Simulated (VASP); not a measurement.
Set up this calculation in VASP 6.6.1, as the native input.

| Item | Value |
| --- | --- |
| Task | single point |
| Functional | PBE |
| Potentials or basis | VASP PAW PBE potentials, release 64 (Pb_d, Se) |
| Cutoff | 520 eV |
| k mesh | 9 × 9 × 9 |
| Occupations | fermi-dirac, width 0.01 eV |
| Spin | no spin polarisation |
| Dipole correction | no |
| Further INCAR settings | ALGO = Normal; EDIFF = 1e-07; NBANDS = 17 |

The structure of PbSe lies in POSCAR:

```
PbSe
1.0
    0.0000000000      3.0621500000      3.0927715000
    3.0621500000      0.0000000000      3.0927715000
    3.0621500000      3.0621500000      0.0000000000
Pb Se
1 1
Direct
    0.0000000000      0.0000000000      0.0000000000
    0.5000000000      0.5000000000      0.5000000000
```

This cell differs from its parent crystal: zz strain of +1 %.

One way to write it, as run:

INCAR

```
SYSTEM = PbSe
PREC = Accurate ; ENCUT = 520
EDIFF = 1E-7 ; ISMEAR = -1
SIGMA = 0.01 ; LREAL = .False.
LASPH = .True. ; NELM = 100
ALGO = Normal ; ISIF = 2
LWAVE = .False. ; LCHARG = .False.
GGA = PE ; NBANDS = 17
```

KPOINTS

```
Automatic mesh
0
Gamma
  9 9 9
  0 0 0
```

Potentials or basis: VASP PAW PBE potentials, release 64 (Pb_d, Se).

Run with:

```console
$ cat potpaw_PBE.64/Pb_d/POTCAR potpaw_PBE.64/Se/POTCAR > POTCAR
$ mpirun -np 1 vasp_std > vasp.out
```

It gave:

```yaml
Pressure: 1.8 GPa
Band_gap_on_the_k_mesh: 0.71 eV, direct
```

Caveat: the cell differs from its parent crystal (zz strain of +1 %); spin-orbit coupling is left out, which moves the levels of the heavy elements.

Run time: 2.3 min on 1 thread of AMD EPYC 7R13, with other jobs on the host, peak memory 0.2 GiB.
